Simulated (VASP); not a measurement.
# AlGa2N3 (P3m1) in VASP: notebook

The runs below take AlGa2N3 through single point, relaxation of cell and atoms, with PBE.

All numbers are computed with VASP 6.6.1; they aren't measurements. Logs are shortened: lines on timing, memory, paths and dates and some standing lists are left out, and cuts for length are marked.

**1. The cell of the first run**

The structure is trigonal, space group P3m1 (No. 156). Conventional cell: a = 3.184 Å, b = 3.184 Å, c = 7.799 Å, α = 90.00°, β = 90.00°, γ = 120.00°. Within 2.5 Å of Al (site symmetry 3m) lie 4 N at 1.90 to 1.93 Å. Ga (site symmetry 3m) has 4 N at 1.96 to 1.98 Å within 2.6 Å. Ga (site symmetry 3m) has 4 N at 1.96 to 1.97 Å within 2.6 Å. Within 2.6 Å of N (site symmetry 3m) lie 4 Ga at 1.96 to 1.97 Å. Within 2.5 Å of N (site symmetry 3m) lie 1 Al at 1.90 Å and 3 Ga at 1.96 Å. Within 2.6 Å of N (site symmetry 3m) lie 3 Al at 1.93 Å and 1 Ga at 1.98 Å.

**2. Single point, PBE**

File INCAR:

```
SYSTEM = AlGa2N3
ALGO = Normal
EDIFF = 1E-7
ENCUT = 520
GGA = PE
ISIF = 2
ISMEAR = 0
LASPH = .TRUE.
LCHARG = .TRUE.
LELF = .TRUE.
LREAL = .FALSE.
LVHAR = .TRUE.
LWAVE = .FALSE.
NBANDS = 31
NELM = 60
PREC = Accurate
SIGMA = 0.1
```

File KPOINTS:

```
k-points
0
G
  6 6 2
  0 0 0
```

File POSCAR:

```
AlGa2N3
1.0
    3.1841535118      0.0000000027      0.0000000000
   -1.5920767582      2.7575578294      0.0000000000
    0.0000000000      0.0000000000      7.7994901095
Al Ga N
1 2 3
Direct
    0.6666666667      0.3333333333      0.3330982373
    0.0000000000      0.0000000000      0.0027347598
    0.3333333333      0.6666666667      0.6640470719
    0.3333333333      0.6666666667      0.9162973986
    0.6666666667      0.3333333333      0.5767998326
    0.0000000000      0.0000000000      0.2570226998
```

Potentials or basis: VASP PAW PBE potentials, release 64 (Al, Ga_d, N).

Run with:

```bash
cat potpaw_PBE.64/Al/POTCAR potpaw_PBE.64/Ga_d/POTCAR potpaw_PBE.64/N/POTCAR > POTCAR
mpirun -np 1 vasp_std > vasp.out
```

OUTCAR:

```text
SYSTEM = AlGa2N3
   EDIFF = 1E-7
   ENCUT = 520
   GGA = PE
   ISIF = 2
   ISMEAR = 0
   LASPH = .TRUE.
   LREAL = .FALSE.
   NELM = 60
   PREC = Accurate

 ion  position               nearest neighbor table
   1  0.667  0.333  0.333-   5 1.90   6 1.93   6 1.93   6 1.93
   2  0.000  0.000  0.003-   4 1.96   4 1.96   4 1.96   6 1.98
   3  0.333  0.667  0.664-   5 1.96   5 1.96   5 1.96   4 1.97
   4  0.333  0.667  0.916-   2 1.96   2 1.96   2 1.96   3 1.97
   5  0.667  0.333  0.577-   1 1.90   3 1.96   3 1.96   3 1.96
   6  0.000  0.000  0.257-   1 1.93   1 1.93   1 1.93   2 1.98

  LATTYP: Found a hexagonal cell.
 ALAT       =     3.1841535118
 C/A-ratio  =     2.4494705047

  Lattice vectors:

 A1 = (   3.1841535118,   0.0000000027,   0.0000000000)
 A2 = (  -1.5920767582,   2.7575578294,   0.0000000000)
 A3 = (   0.0000000000,   0.0000000000,   7.7994901095)

Analysis of symmetry for initial positions (statically):
=====================================================================
 Subroutine PRICEL returns:
 Original cell was already a primitive cell.

 Routine SETGRP: Setting up the symmetry group for a
 hexagonal supercell.

 Subroutine GETGRP returns: Found  6 space group operations
 (whereof  6 operations were pure point group operations)
 out of a pool of 24 trial point group operations.

The static configuration has the point symmetry C_3v.

Analysis of symmetry for dynamics (positions and initial velocities):
=====================================================================
 Subroutine PRICEL returns:
 Original cell was already a primitive cell.

 Routine SETGRP: Setting up the symmetry group for a
 hexagonal supercell.

 Subroutine GETGRP returns: Found  6 space group operations
 (whereof  6 operations were pure point group operations)
 out of a pool of 24 trial point group operations.

The dynamic configuration has the point symmetry C_3v.

 Subroutine INISYM returns: Found  6 space group operations
 (whereof  6 operations are pure point group operations),
 and found     1 'primitive' translations

----------------------------------------------------------------------------------------

                                     Primitive cell

  volume of cell :      68.4833

  direct lattice vectors                    reciprocal lattice vectors
     3.184153512  0.000000003  0.000000000     0.314055210  0.181319860  0.000000000
    -1.592076758  2.757557829  0.000000000    -0.000000000  0.362639720  0.000000000
     0.000000000  0.000000000  7.799490109     0.000000000  0.000000000  0.128213510

  length of vectors
     3.184153512  3.184153512  7.799490109     0.362639720  0.362639720  0.128213510

  position of ions in fractional coordinates (direct lattice)
     0.666666667  0.333333333  0.333098237
     0.000000000  0.000000000  0.002734760
     0.333333333  0.666666667  0.664047072
     0.333333333  0.666666667  0.916297399
     0.666666667  0.333333333  0.576799833
     0.000000000  0.000000000  0.257022700

  ion indices of the primitive-cell ions
   primitive index   ion index
                 1           1
                 2           2
                 3           3
                 4           4
                 5           5
                 6           6

----------------------------------------------------------------------------------------

 KPOINTS: k-points

Automatic generation of k-mesh.
 Grid dimensions read from file:
 generate k-points for:    6    6    2

 Generating k-lattice:

  Cartesian coordinates                     Fractional coordinates (reciprocal lattice)
     0.052342535  0.030219977  0.000000000     0.166666667  0.000000000  0.000000000
    -0.000000000  0.060439953  0.000000000     0.000000000  0.166666667  0.000000000
     0.000000000  0.000000000  0.064106755     0.000000000  0.000000000  0.500000000

  Length of vectors
     0.060439953  0.060439953  0.064106755

  Shift w.r.t. Gamma in fractional coordinates (k-lattice)
     0.000000000  0.000000000  0.000000000

 Subroutine IBZKPT returns following result:
 ===========================================

 Found     14 irreducible k-points:

 Following reciprocal coordinates:
            Coordinates               Weight
  0.000000  0.000000  0.000000      1.000000
  0.166667  0.000000  0.000000      6.000000
  0.333333  0.000000  0.000000      6.000000
  0.500000  0.000000  0.000000      3.000000
  0.166667  0.166667  0.000000      6.000000
  0.333333  0.166667  0.000000     12.000000
  0.333333  0.333333  0.000000      2.000000
  0.000000  0.000000  0.500000      1.000000
  0.166667  0.000000  0.500000      6.000000
  0.333333  0.000000  0.500000      6.000000
  0.500000  0.000000  0.500000      3.000000
  0.166667  0.166667  0.500000      6.000000
  0.333333  0.166667  0.500000     12.000000
  0.333333  0.333333  0.500000      2.000000
   k-points           NKPTS =     14   k-points in BZ     NKDIM =     14   number of bands    NBANDS=     31
   number of dos      NEDOS =    301   number of ions     NIONS =      6
   total plane-waves  NPLWV =  34560
   dimension x,y,z NGX =    24 NGY =   24 NGZ =   60
   dimension x,y,z NGXF=    48 NGYF=   48 NGZF=  120
   ions per type =               1   2   3
   NGX,Y,Z   is equivalent  to a cutoff of  12.53, 12.53, 12.79 a.u.
   NGXF,Y,Z  is equivalent  to a cutoff of  25.06, 25.06, 25.58 a.u.
 SYSTEM =  AlGa2N3
   PREC   = accura    normal or accurate (medium, high low for compatibility)
   ISTART =      0    job   : 0-new  1-cont  2-samecut
   ICHARG =      2    charge: 1-file 2-atom 10-const
   ISPIN  =      1    spin polarized calculation?
   LNONCOLLINEAR =      F non collinear calculations
   LSORBIT =      F    spin-orbit coupling
   LASPH  =      T    aspherical Exc in radial PAW
   ENCUT  =  520.0 eV  38.22 Ry    6.18 a.u.   5.92  5.92 14.50*2*pi/ulx,y,z
   NELM   =     60;   NELMIN=  2; NELMDL= -5     # of ELM steps
   EDIFF  = 0.1E-06   stopping-criterion for ELM
   LREAL  =      F    real-space projection
   EDIFFG = 0.1E-05   stopping-criterion for IOM
   NSW    =      0    number of steps for IOM
   IBRION =     -1    ionic relax: 0-MD 1-quasi-New 2-CG
   NFREE  =      0    steps in history (QN), initial steepest desc. (CG)
   ISIF   =      2    stress and relaxation
   ISYM   =      2    0-nonsym 1-usesym 2-fastsym
   POTIM  = 0.5000    time-step for ionic-motion
   TEBEG  =    0.0;   TEEND  =   0.0 temperature during run
   PSTRESS=    0.0 pullay stress
   NELECT =      44.0000    total number of electrons
   NUPDOWN=      -1.0000    fix difference up-down
   EMIN   =  10.00;   EMAX   =-10.00  energy-range for DOS
   EFERMI =   0.00;   METHOD = LEGACY
   ISMEAR =     0;   SIGMA  =   0.10  broadening in eV -4-tet -1-fermi 0-gaus
   EFERMI_NEDOS =   21; number of points for ismear=-14 and -15
   IALGO  =     38    algorithm
   IMIX   =      4    mixing-type and parameters
     AMIX     =   0.40;   BMIX     =  1.00
     AMIX_MAG =   1.60;   BMIX_MAG =  1.00
  volume/ion in A,a.u.               =      11.41        77.02
  Fermi-wavevector in a.u.,A,eV,Ry     =   1.412638  2.669498 27.151040  1.995545
  Thomas-Fermi vector in A             =   2.534366
   LORBIT       =      0    0 simple, 1 ext, 2 COOP (PROOUT), +10 PAW based schemes
   GGA     = PE    functional components
   LHFCALC =     F    Hartree Fock is set to
   AEXX    =    0.0000 exact exchange contribution
   IVDW    =     0    specifies the selected vdW correction
   LEPSILON=     F    determine dielectric tensor
   LRPA    =     F    only Hartree local field effects (RPA)
 non-spin polarized calculation
 Gauss-broadening in eV      SIGMA  =   0.10
  energy-cutoff  :      520.00
  volume of cell :       68.48
 maximum number of plane-waves:      1864
 NGX is ok and might be reduce to    24
   NGX = 11   NGY = 11   NGZ = 29

 number of electron      44.0000004 magnetization

 Free energy of the ion-electron system (eV)
  ---------------------------------------------------
  ext. energy  EPLUGINS =         0.00000000
  ---------------------------------------------------
  free energy    TOTEN  =       -39.11052739 eV

  energy without entropy =      -39.11052739  energy(sigma->0) =      -39.11052739

 E-fermi :   5.7735     XC(G=0): -11.3009

 val. band max:        5.3405745696   @ k =   0.0000   0.0000   0.0000
 cond. band min:       7.4736889878   @ k =   0.0000   0.0000   0.0000
 fundamental gap:      2.1331144182
 Fermi energy:         5.7735372894

 k-point     1 :       0.0000    0.0000    0.0000
  band No.  band energies     occupation
      1     -10.2310      2.00000
      2      -9.5813      2.00000
      3      -9.0805      2.00000
      4      -7.9537      2.00000
      5      -7.9537      2.00000
      6      -7.8823      2.00000
[... 23 lines left out ...]
     30      16.1678      0.00000
     31      16.1799      0.00000

 k-point     2 :       0.1667    0.0000    0.0000
  band No.  band energies     occupation
      1      -9.9728      2.00000
      2      -9.4691      2.00000
      3      -8.9481      2.00000
      4      -7.9136      2.00000
      5      -7.8990      2.00000
      6      -7.8496      2.00000
[... 23 lines left out ...]
     30      15.6764      0.00000
     31      16.1937      0.00000

 k-point     3 :       0.3333    0.0000    0.0000
  band No.  band energies     occupation
      1      -9.5399      2.00000
      2      -9.2739      2.00000
      3      -8.6786      2.00000
      4      -7.8625      2.00000
      5      -7.8549      2.00000
      6      -7.7954      2.00000
[... 23 lines left out ...]
     30      15.8834      0.00000
     31      16.5000      0.00000

 k-point     4 :       0.5000    0.0000    0.0000
  band No.  band energies     occupation
      1      -9.4203      2.00000
      2      -9.1912      2.00000
      3      -8.5133      2.00000
      4      -7.8640      2.00000
      5      -7.8412      2.00000
      6      -7.8176      2.00000
[... 295 lines left out ...]
     30      15.7759      0.00000
     31      15.9025      0.00000

 k-point    13 :       0.3333    0.1667    0.5000
  band No.  band energies     occupation
      1      -9.4134      2.00000
      2      -9.1870      2.00000
      3      -8.5134      2.00000
      4      -7.8657      2.00000
      5      -7.8301      2.00000
      6      -7.7903      2.00000
[... 23 lines left out ...]
     30      15.8337      0.00000
     31      16.1086      0.00000

 k-point    14 :       0.3333    0.3333    0.5000
  band No.  band energies     occupation
      1      -9.3711      2.00000
      2      -9.1466      2.00000
      3      -8.4395      2.00000
      4      -7.8737      2.00000
      5      -7.7964      2.00000
      6      -7.7905      2.00000
[... 23 lines left out ...]
     30      15.7049      0.00000
     31      16.3525      0.00000

------------------------ aborting loop because EDIFF is reached ----------------------------------------

  FORCE on cell =-STRESS in cart. coord.  units (eV):
  Direction    XX          YY          ZZ          XY          YZ          ZX
  --------------------------------------------------------------------------------------
  -------------------------------------------------------------------------------------
  Total       -0.1720245     -0.1720245     -0.1597103     -0.0000000     -0.0000000      0.0000000
  in kB       -4.0245375     -4.0245375     -3.7364461     -0.0000000     -0.0000000      0.0000000
  external PRESSURE =      -3.9285070 kB  Pullay stress =       0.0000000 kB

 VOLUME and BASIS-vectors are now :
 -----------------------------------------------------------------------------
  energy-cutoff  :      520.00
  volume of cell :       68.48
      direct lattice vectors                 reciprocal lattice vectors
     3.184153512  0.000000003  0.000000000     0.314055210  0.181319860  0.000000000
    -1.592076758  2.757557829  0.000000000    -0.000000000  0.362639720  0.000000000
     0.000000000  0.000000000  7.799490109     0.000000000  0.000000000  0.128213510

 POSITION                                       TOTAL-FORCE (eV/Angst)
 -----------------------------------------------------------------------------------
      1.59208      0.91919      2.59800         0.000000     -0.000000      0.005567
      0.00000      0.00000      0.02133         0.000000     -0.000000     -0.004005
     -0.00000      1.83837      5.17923        -0.000000     -0.000000     -0.001102
     -0.00000      1.83837      7.14665        -0.000000      0.000000      0.006119
      1.59208      0.91919      4.49874         0.000000      0.000000     -0.020780
      0.00000      0.00000      2.00465         0.000000      0.000000      0.014201
 -----------------------------------------------------------------------------------
    total drift:                                0.000001     -0.000002      0.000133

  FREE ENERGIE OF THE ION-ELECTRON SYSTEM (eV)
  ---------------------------------------------------
  free  energy   TOTEN  =       -39.1105273880 eV

  energy  without entropy=      -39.1105273879  energy(sigma->0) =      -39.11052739
```

Run time: 23 s. Hardware: 1 thread of Intel Xeon 6975P-C, shared host; peak memory 0.18 GiB.

Results:

```yaml
Free_energy: -39.1105 eV
Pressure: -0.4 GPa
Largest_force: 0.021 eV/Å
Band_gap_on_the_k_mesh: 2.13 eV, direct
```

Forces on the atoms (eV/Å):
```
Al   0.000  0.000  0.006
Ga   0.000  0.000 -0.004
Ga   0.000  0.000 -0.001
N    0.000  0.000  0.006
N    0.000  0.000 -0.021
N    0.000  0.000  0.014
```

**3. Single point, PBE**

This run uses another cell than the first one, of 13.93 Å³/atom, 1.220 times its volume.

File INCAR:

```
SYSTEM = AlGa2N3
ALGO = Normal
EDIFF = 1E-6
ENCUT = 520
GGA = PE
ISIF = 2
ISMEAR = 0
LASPH = .True.
LCHARG = .False.
LREAL = .False.
LWAVE = .False.
NBANDS = 31
NELM = 100
PREC = Accurate
SIGMA = 0.1
```

File KPOINTS:

```
k-points
0
Gamma
  6 6 2
  0 0 0
```

File POSCAR:

```
AlGa2N3
1.0
    3.4026705300      0.0000000000      0.0000000000
   -1.7013352700      2.9467991200      0.0000000000
    0.0000000000      0.0000000000      8.3348065700
Al Ga N
1 2 3
Direct
    0.6666666700      0.3333333300      0.3333333300
    0.0000000000      0.0000000000      0.0000000000
    0.3333333300      0.6666666700      0.6666666700
    0.3333333300      0.6666666700      0.9166666700
    0.6666666700      0.3333333300      0.5833333300
    0.0000000000      0.0000000000      0.2500000000
```

Potentials or basis: VASP PAW PBE potentials, release 64 (Al, Ga_d, N).

Run with:

```bash
cat potpaw_PBE.64/Al/POTCAR potpaw_PBE.64/Ga_d/POTCAR potpaw_PBE.64/N/POTCAR > POTCAR
mpirun -np 1 vasp_std > vasp.out
```

Run time: 45 s. Hardware: 1 thread of Intel Xeon 6975P-C, shared host; peak memory 0.22 GiB.

It converged, with:

```
Free energy            : -37.7473 eV
Pressure               : -23.2 GPa
Largest force          : 0.757 eV/Å
Band gap on the k mesh : 0.85 eV, direct
```

Forces on the atoms (eV/Å):
```
Al   0.000  0.000 -0.100
Ga   0.000  0.000  0.016
Ga   0.000  0.000  0.066
N    0.000  0.000 -0.036
N    0.000  0.000 -0.701
N    0.000  0.000  0.757
```

Stress tensor (GPa, compression positive):
```
-23.17   0.00   0.00
  0.00 -23.17   0.00
  0.00   0.00 -23.27
```

Levels at points of the mesh, in eV from the valence-band top:
```
           k point  band 18  band 19  band 20  band 21  band 22  band 23  band 24  band 25  band 26  band 27
(0.00, 0.00, 0.00)    -0.46    -0.46    -0.05     0.00     0.00     0.85     3.33     4.02     7.53     7.91
(0.50, 0.00, 0.00)    -1.94    -1.86    -1.65    -1.12    -0.98     3.16     4.60     4.92     5.94     6.75
(0.00, 0.00, 0.50)    -0.75    -0.32    -0.32    -0.08    -0.08     2.36     2.64     3.97     7.72     8.28
(0.50, 0.00, 0.50)    -2.43    -1.71    -1.61    -0.70    -0.69     3.70     4.03     4.29     6.07     6.83
```

A hybrid or GW would open this gap; PBE tends to underestimate it.

(Part 1 of 2 ends here.)
